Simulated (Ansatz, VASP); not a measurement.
One calculation of SiC, two programs

```
Si C
1.0
     3.69791    0.00000    0.00000
    -1.84896    3.20249    0.00000
     0.00000    0.00000    7.88356
Si C
3 3
Direct
  0.50000 0.00000 0.50000
  0.00000 0.50000 0.50000
  0.50000 0.50000 0.50000
  0.00000 0.00000 0.50000
  0.00000 0.00000 0.86955
  0.00000 0.00000 0.13045
```

Alike in both runs: task single point; functional PBE; k mesh 6 × 6 × 2; occupations gaussian, width 0.1 eV; no spin polarisation.

|  | VASP | Ansatz |
| --- | --- | --- |
| version | VASP 6.6.1 | Ansatz 0.2.0 |
| potentials or method | VASP PAW PBE potentials, release 64 (Si, C), cutoff 520 eV | scalar-relativistic, plane waves, PAW |
| valence electrons in the cell | 24 | 24 |

VASP gave:

```
gap on the k mesh at the Fermi level (eV) : none
rms of the force components (eV/Å)        : 1.851
```

Question: What did Ansatz give for the same quantities?

Answer: gap on the k mesh at the Fermi level (eV): none; rms of the force components (eV/Å): 1.853.

Atom by atom the forces differ by 0.002 eV/Å (rms over components). A gap of «none» marks a metal or a gap that the smearing closes.

The k mesh is coarse, so the values compare programs but aren't converged.
